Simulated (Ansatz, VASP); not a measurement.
**BaTiO3: VASP beside Ansatz**

INCAR

```
  PREC = Accurate
  ENCUT = 520
  EDIFF = 1E-7
  ISMEAR = 0
  SIGMA = 0.01
  LREAL = F
  LASPH = T
  NELM = 150
  ALGO = Normal
  ISIF = 2
  LWAVE = F
  LCHARG = T
  LMAXMIX = 4
  LDAU = T
  LDAUTYPE = 2
  LDAUL = -1 2 -1
  LDAUU = 0 4 0
  LDAUJ = 0 0 0
  LDAUPRINT = 1
  GGA = PE
  LELF = T
  LVHAR = T
  NBANDS = 28
```

File KPOINTS:

```
regular mesh
0
Gamma
  6 6 6
```

POSCAR

```
BaTiO3
1.0
    3.9998000000      0.0000000000      0.0000000000
    0.0000000000      3.9998000000      0.0000000000
    0.0000000000      0.0000000000      4.0180000000
Ba Ti O
1 1 3
Direct
    0.0000000000      0.0000000000      0.0000000000
    0.5000000000      0.5000000000      0.4900000000
    0.5000000000      0.5000000000      0.0190000000
    0.5000000000      0.0000000000      0.5170000000
    0.0000000000      0.5000000000      0.5170000000
```

Input for Ansatz:

```yaml
crystal:
  lattice:
    - [3.9998, 0.0, 0.0]
    - [0.0, 3.9998, 0.0]
    - [0.0, 0.0, 4.018]
  atoms:
    - { symbol: Ba, position: [0.0, 0.0, 0.0] }
    - { symbol: Ti, position: [0.5, 0.5, 0.49000000000000005] }
    - { symbol: O, position: [0.5, 0.5, 0.019] }
    - { symbol: O, position: [0.5, 0.0, 0.517] }
    - { symbol: O, position: [0.0, 0.5, 0.517] }
basis:
  ecutwfc: 450.0
kpoints:
  mp_grid:
    grid: [6, 6, 6]
hamiltonian:
  xc: pbe
  hubbard:
    - { species: Ti, l: d, u_eff: 4.0 }
scf:
  convergence:
    dr2_threshold: 1.0e-10
  occupations:
    method: fixed
output:
  eigenvalues: true
```

Alike in both runs: task single point; functional PBE; k mesh 6 × 6 × 6; no spin polarisation; Hubbard terms Ti d U = 4.0 eV.

|  | VASP | Ansatz |
| --- | --- | --- |
| version | VASP 6.6.1 | Ansatz 0.2.0 |
| potentials or method | VASP PAW PBE potentials, release 64 (Ba_sv, Ti_sv, O), cutoff 520 eV | plane waves, PAW |
| occupations | gaussian, width 0.01 eV | fixed |
| valence electrons in the cell | 40 | 40 |

Ansatz gave:

* gap on the k mesh at the Fermi level (eV): 2.30

Question: What did VASP give for the same quantities?

Answer: gap on the k mesh at the Fermi level (eV): 2.25.

The programs project onto different local orbitals, so the same U acts differently, and such runs can settle in different states.

Neither program's run includes spin-orbit coupling.
